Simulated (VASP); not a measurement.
Here is a VASP 6.6.1 calculation.

File INCAR:

```
ALGO = Normal
EDIFF = 1E-7
ENCUT = 520
GGA = PE
ISIF = 2
ISMEAR = -1
LASPH = True
LCHARG = True
LELF = True
LREAL = False
LVHAR = True
LWAVE = False
NBANDS = 28
NELM = 60
PREC = Accurate
SIGMA = 0.1
```

Contents of KPOINTS:

```
k-points
0
Gamma
  7 7 10
```

File POSCAR:

```
Pb
1.0
    5.5391915270      0.0000000000      0.0000000000
   -2.7695957635      4.7970805788      0.0000000000
    0.0000000000      0.0000000000      3.3474222767
Pb
3
Direct
    0.0000000000      0.0000000000      0.0000000000
    0.3333333333      0.6666666667      0.5000000000
    0.6666666667      0.3333333333      0.5000000000
```

Potentials or basis: VASP PAW PBE potentials, release 64 (Pb_d).

Launch:

```console
$ cat potpaw_PBE.64/Pb_d/POTCAR > POTCAR
$ mpirun -np 1 vasp_std > vasp.out
```

(1) Estimate the band gap on the k mesh.

(2) What does it give for the pressure?

Answers

(1) zero (band 21 reaches 9.57 eV, above the bottom of band 22 at 5.42 eV).

(2) 3.9 GPa.

Caveat: spin-orbit coupling is left out, which moves the levels of the heavy elements.
